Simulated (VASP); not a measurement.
# Cd3SeS2 (P3m1) in VASP: notebook, part 2 of 2

VASP 6.6.1.

### Step 3. Relaxation of shape and atoms at fixed volume, PBE (29.94 Å³/atom)

This run uses another cell than the first one, of 29.94 Å³/atom.

The input, INCAR:

```
SYSTEM = Cd3SeS2
PREC = Accurate
ENCUT = 600
EDIFF = 1E-6
ISMEAR = 0
SIGMA = 0.02
LREAL = .FALSE.
LASPH = .TRUE.
NELM = 100
ALGO = Normal
ISIF = 4
LWAVE = .FALSE.
LCHARG = .FALSE.
GGA = PE
IBRION = 2
NSW = 50
EDIFFG = -0.01
```

The input, KPOINTS:

```
regular mesh
0
G
  6 6 4
  0 0 0
```

The input, POSCAR:

```
Cd3SeS2
1.0
    4.3901076819      0.0000000299      0.0000000000
   -2.1950538668      3.8019447629      0.0000000000
    0.0000000000      0.0000000000     10.7624385747
Cd Se S
3 1 2
Direct
    0.0000000000      0.0000000000      0.9913036603
    0.3333333333      0.6666666667      0.6666998733
    0.6666666667      0.3333333333      0.3424310537
    0.0000000000      0.0000000000      0.2485313662
    0.3333333333      0.6666666667      0.9128668595
    0.6666666667      0.3333333333      0.5881661870
```

Potentials or basis: VASP PAW PBE potentials, release 64 (Cd, Se, S).

On the command line:

```
$ cat potpaw_PBE.64/Cd/POTCAR potpaw_PBE.64/Se/POTCAR potpaw_PBE.64/S/POTCAR > POTCAR
$ mpirun -np 1 vasp_std > vasp.out
```

OUTCAR:

```text
SYSTEM = Cd3SeS2
   PREC = Accurate
   ENCUT = 600
   EDIFF = 1E-6
   ISMEAR = 0
   LREAL = .FALSE.
   LASPH = .TRUE.
   NELM = 100
   ISIF = 4
   GGA = PE
   IBRION = 2
   NSW = 50
   EDIFFG = -0.01

 ion  position               nearest neighbor table
   1  0.000  0.000  0.991-   5 2.67   5 2.67   5 2.67   4 2.77
   2  0.333  0.667  0.667-   5 2.65   6 2.67   6 2.67   6 2.67
   3  0.667  0.333  0.342-   6 2.64   4 2.73   4 2.73   4 2.73
   4  0.000  0.000  0.249-   3 2.73   3 2.73   3 2.73   1 2.77
   5  0.333  0.667  0.913-   2 2.65   1 2.67   1 2.67   1 2.67
   6  0.667  0.333  0.588-   3 2.64   2 2.67   2 2.67   2 2.67

  LATTYP: Found a hexagonal cell.
 ALAT       =     4.3901076819
 C/A-ratio  =     2.4515204078

  Lattice vectors:

 A1 = (   4.3901076819,   0.0000000299,   0.0000000000)
 A2 = (  -2.1950538668,   3.8019447629,   0.0000000000)
 A3 = (   0.0000000000,   0.0000000000,  10.7624385747)

Analysis of symmetry for initial positions (statically):
=====================================================================
 Subroutine PRICEL returns:
 Original cell was already a primitive cell.

 Routine SETGRP: Setting up the symmetry group for a
 hexagonal supercell.

 Subroutine GETGRP returns: Found  6 space group operations
 (whereof  6 operations were pure point group operations)
 out of a pool of 24 trial point group operations.

The static configuration has the point symmetry C_3v.

Analysis of symmetry for dynamics (positions and initial velocities):
=====================================================================
 Subroutine PRICEL returns:
 Original cell was already a primitive cell.

 Routine SETGRP: Setting up the symmetry group for a
 hexagonal supercell.

 Subroutine GETGRP returns: Found  6 space group operations
 (whereof  6 operations were pure point group operations)
 out of a pool of 24 trial point group operations.

The dynamic configuration has the point symmetry C_3v.

[... 113 lines left out ...]
   POTIM  = 0.5000    time-step for ionic-motion
   TEBEG  =    0.0;   TEEND  =   0.0 temperature during run
   PSTRESS=    0.0 pullay stress
   NELECT =      54.0000    total number of electrons
   NUPDOWN=      -1.0000    fix difference up-down
   EMIN   =  10.00;   EMAX   =-10.00  energy-range for DOS
   EFERMI =   0.00;   METHOD = LEGACY
   ISMEAR =     0;   SIGMA  =   0.02  broadening in eV -4-tet -1-fermi 0-gaus
   EFERMI_NEDOS =   21; number of points for ismear=-14 and -15
   IALGO  =     38    algorithm
   IMIX   =      4    mixing-type and parameters
     AMIX     =   0.40;   BMIX     =  1.00
     AMIX_MAG =   1.60;   BMIX_MAG =  1.00
  volume/ion in A,a.u.               =      29.94       202.04
  Fermi-wavevector in a.u.,A,eV,Ry     =   1.096669  2.072404 16.363491  1.202683
  Thomas-Fermi vector in A             =   2.233015
   LORBIT       =      0    0 simple, 1 ext, 2 COOP (PROOUT), +10 PAW based schemes
   GGA     = PE    functional components
   LHFCALC =     F    Hartree Fock is set to
   AEXX    =    0.0000 exact exchange contribution
   IVDW    =     0    specifies the selected vdW correction
   LEPSILON=     F    determine dielectric tensor
   LRPA    =     F    only Hartree local field effects (RPA)
 conjugate gradient relaxation of ions
 non-spin polarized calculation
 Gauss-broadening in eV      SIGMA  =   0.02
  energy-cutoff  :      600.00
  volume of cell :      179.64
 maximum number of plane-waves:      6015
 NGX is ok and might be reduce to    36
   NGX = 17   NGY = 17   NGZ = 43

--------------------------------------- Ionic step        1  -------------------------------------------

 number of electron      54.0000013 magnetization

 Free energy of the ion-electron system (eV)
  ---------------------------------------------------
  ext. energy  EPLUGINS =         0.00000000
  ---------------------------------------------------
  free energy    TOTEN  =       -17.55839669 eV

  energy without entropy =      -17.55839669  energy(sigma->0) =      -17.55839669

------------------------ aborting loop because EDIFF is reached ----------------------------------------

  FORCE on cell =-STRESS in cart. coord.  units (eV):
  Direction    XX          YY          ZZ          XY          YZ          ZX
  --------------------------------------------------------------------------------------
  -------------------------------------------------------------------------------------
  Total       -4.1262711     -4.1262711     -4.1526460     -0.0000000      0.0000000      0.0000000
  in kB      -36.8024455    -36.8024455    -37.0376844     -0.0000000      0.0000000      0.0000000
  external PRESSURE =     -36.8808585 kB  Pullay stress =       0.0000000 kB
[... 67 lines left out ...]
--------------------------------------- Ionic step        3  -------------------------------------------

 number of electron      54.0000013 magnetization

 Free energy of the ion-electron system (eV)
  ---------------------------------------------------
  ext. energy  EPLUGINS =         0.00000000
  ---------------------------------------------------
  free energy    TOTEN  =       -17.55849398 eV

  energy without entropy =      -17.55849398  energy(sigma->0) =      -17.55849398

 E-fermi :   0.3653     XC(G=0):  -8.4044

 val. band max:        0.2402282089   @ k =   0.0000   0.0000   0.0000
 cond. band min:       0.7118540394   @ k =   0.0000   0.0000   0.0000
 fundamental gap:      0.4716258304
 Fermi energy:         0.3653340599

 k-point     1 :       0.0000    0.0000    0.0000
  band No.  band energies     occupation
      1     -11.6142      2.00000
      2     -11.4137      2.00000
      3     -11.3432      2.00000
      4      -7.3472      2.00000
      5      -7.3472      2.00000
      6      -7.3348      2.00000
[... 862 lines left out ...]
  FREE ENERGIE OF THE ION-ELECTRON SYSTEM (eV)
  ---------------------------------------------------
  free  energy   TOTEN  =       -17.5584939752 eV

  energy  without entropy=      -17.5584939752  energy(sigma->0) =      -17.55849398

 reached required accuracy - stopping structural energy minimisation
```

Run time: 3.1 min. Hardware: 1 thread of AMD EPYC 9R45 (Zen 5), shared host; peak memory 0.41 GiB.

What came out:

```yaml
Free_energy: -17.5585 eV
Energy_gained_by_relaxing: 0.0 meV/atom
Ionic_steps: 3
Pressure_after_relaxing: -3.7 GPa
Largest_force_after_relaxing: 0.005 eV/Å
Band_gap_on_the_k_mesh: 0.47 eV
```

Forces on the atoms (eV/Å):
```
Cd   0.000  0.000  0.005
Cd   0.000  0.000 -0.005
Cd   0.000  0.000 -0.003
Se   0.000  0.000  0.001
S    0.000  0.000  0.005
S    0.000  0.000 -0.003
```

Final structure:
```yaml
crystal:
  lattice:
    - [4.39093, 0.00000, 0.00000]
    - [-2.19547, 3.80266, 0.00000]
    - [0.00000, 0.00000, 10.75841]
  atoms:
    - { symbol: Cd, position: [0.00000, 0.00000, 0.99135] }
    - { symbol: Cd, position: [0.33333, 0.66667, 0.66690] }
    - { symbol: Cd, position: [0.66667, 0.33333, 0.34225] }
    - { symbol: Se, position: [0.00000, 0.00000, 0.24882] }
    - { symbol: S, position: [0.33333, 0.66667, 0.91268] }
    - { symbol: S, position: [0.66667, 0.33333, 0.58800] }
```

Levels at points of the mesh, in eV from the valence-band top:
```csv
k point,band 24,band 25,band 26,band 27,band 28,band 29,band 30,band 31
"(0.00, 0.00, 0.00)",-0.56,-0.18,0.00,0.00,0.47,2.25,2.46,5.97
"(0.50, 0.00, 0.00)",-1.42,-1.27,-1.10,-0.75,3.12,3.23,3.48,3.73
"(0.00, 0.00, 0.50)",-0.48,-0.48,-0.04,-0.04,1.60,1.72,2.44,5.62
"(0.50, 0.00, 0.50)",-1.54,-1.30,-0.72,-0.64,2.39,3.59,3.79,4.26
```

Caveat: semilocal functionals underestimate gaps, and a narrow one can read as zero.
